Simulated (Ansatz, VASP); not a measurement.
La2O3: VASP beside Ansatz

Contents of INCAR:

```
SYSTEM = La2O3
PREC = Accurate
ENCUT = 600
EDIFF = 1E-6
ISMEAR = -1
SIGMA = 0.02
LREAL = .FALSE.
LASPH = .TRUE.
NELM = 200
ALGO = Normal
ISIF = 2
LWAVE = .FALSE.
LCHARG = .FALSE.
GGA = PE
NBANDS = 28
GGA_COMPAT = .FALSE.
LMAXMIX = 6
```

File KPOINTS:

```
Automatic mesh
0
G
  12 12 4
  0 0 0
```

Contents of POSCAR:

```
La2O3
1.0
    3.9351015410     -0.0849981933      0.0000000000
   -2.0411613652      3.4503969976      0.0000000000
    0.0000000000      0.0000000000      6.1262271606
La O
2 3
Direct
    0.6580433991      0.3333382381      0.7537099431
    0.3419566009      0.6666617619      0.2462900569
    0.6628661554      0.3330022044      0.3538556718
    0.3371338446      0.6669977956      0.6461443282
    0.0000000000      0.0000000000      0.0000000000
```

Input for Ansatz:

```yaml
crystal:
  lattice:
    - [3.935101541, -0.0849981933, 0.0]
    - [-2.0411613652, 3.4503969976, 0.0]
    - [0.0, 0.0, 6.1262271606]
  atoms:
    - { symbol: La, position: [0.6580433991, 0.3333382381, 0.7537099431] }
    - { symbol: La, position: [0.3419566009, 0.6666617619, 0.2462900569] }
    - { symbol: O, position: [0.6628661554, 0.3330022044, 0.3538556718] }
    - { symbol: O, position: [0.3371338446, 0.6669977956, 0.6461443282] }
    - { symbol: O, position: [0.0, 0.0, 0.0] }
kpoints:
  mp_grid: { grid: [12, 12, 4] }
  band_path:
    path:
      - [0.0, 0.0, 0.0]
      - [0.5, 0.0, 0.0]
      - [0.3333333333, 0.3333333333, 0.0]
      - [0.0, 0.0, 0.5]
      - [0.5, 0.0, 0.5]
      - [0.3333333333, 0.3333333333, 0.5]
      - [0.255208, 0.239583, -0.489583]
      - [0.5, 0.5, 0.0]
    npoints: 1
hamiltonian:
  xc: pbe
scf:
  occupations: { method: fermi_dirac, width: 0.02 }
  n_extra_bands: 5
output:
  forces: true
  stress: true
  eigenvalues: true
```

Change from the starting cell: shear_xy strain -4.3%.

Alike in both runs: task single point; functional PBE; k mesh 12 × 12 × 4; occupations fermi-dirac, width 0.02 eV; no spin polarisation.

|  | VASP | Ansatz |
| --- | --- | --- |
| version | VASP 6.6.1 | Ansatz 0.2.0 |
| potentials or method | VASP PAW PBE potentials, release 64 (La, O) | plane waves, PAW |
| plane-wave cutoff (eV) | 600 | 420 |
| valence electrons in the cell | 40 | 40 |

```tsv
	VASP	Ansatz	Ansatz less VASP
gap on the k mesh at the Fermi level (eV)	3.75	3.73	-0.019
pressure (GPa)	1.0	1.4	+0.41
traceless stress, the component that is largest in VASP (GPa)	1.76	1.75	-0.007
rms of the force components (eV/Å)	0.016	0.011	-0.0054
```

Atom by atom the forces differ by 0.006 eV/Å (rms over components).

Neither program's run includes spin-orbit coupling.
